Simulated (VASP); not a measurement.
Input of a VASP 6.6.1 run:

File INCAR:

```
ALGO = Normal
EDIFF = 1E-7
ENCUT = 520
GGA = PE
ISIF = 2
ISMEAR = 1
LASPH = T
LCHARG = F
LREAL = F
LWAVE = F
NBANDS = 19
NELM = 80
PREC = Accurate
SIGMA = 0.1
```

Contents of KPOINTS:

```
k-points
0
Gamma
  11 11 6
```

File POSCAR:

```
Ti
1.0
    3.0635715201      0.0000000000      0.0000000000
   -1.5317857600      2.6531256313      0.0000000000
    0.0000000000      0.0000000000      4.8601744793
Ti
2
Direct
    0.3333333333      0.6666666667      0.2500000000
    0.6666666667      0.3333333333      0.7500000000
```

Potentials or basis: VASP PAW PBE potentials, release 64 (Ti_sv).

Run with:

```bash
$ cat potpaw_PBE.64/Ti_sv/POTCAR > POTCAR
$ mpirun -np 1 vasp_std > vasp.out
```

(1) Estimate the pressure.

(2) What does it give for the band gap on the k mesh?

Results:

(1) -11.4 GPa.

(2) zero (band 12 reaches 7.73 eV, above the bottom of band 13 at 6.77 eV).
